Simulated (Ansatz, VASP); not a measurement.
# One calculation of Al, two programs

```
Al
1.0
     0.00000    2.00797    2.00797
     2.00797    0.00000    2.00797
     2.00797    2.00797    0.00000
Al
1
Direct
  0.00000 0.00000 0.00000
```

Alike in both runs: functional PBEsol; k mesh 22 × 22 × 22; occupations fermi-dirac, width 0.05 eV; no spin polarisation.

Ansatz relaxed the structure, and its values are those at the end. VASP's run is a single point on that final structure, the one shown.

|  | VASP | Ansatz |
| --- | --- | --- |
| version | VASP 6.6.1 | Ansatz 0.2.0 |
| potentials or method | VASP PAW PBE potentials, release 64 (Al) | PAW with Ansatz's default frozen-core files, scalar-relativistic |
| plane-wave cutoff (eV) | 500 | 420 |
| valence electrons in the cell | 3 | 3 |

|  | VASP | Ansatz | Ansatz less VASP |
| --- | --- | --- | --- |
| pressure (GPa) | 0.0 | 0.0 | -0.06 |

VASP's potentials were made for PBE, not for PBEsol.
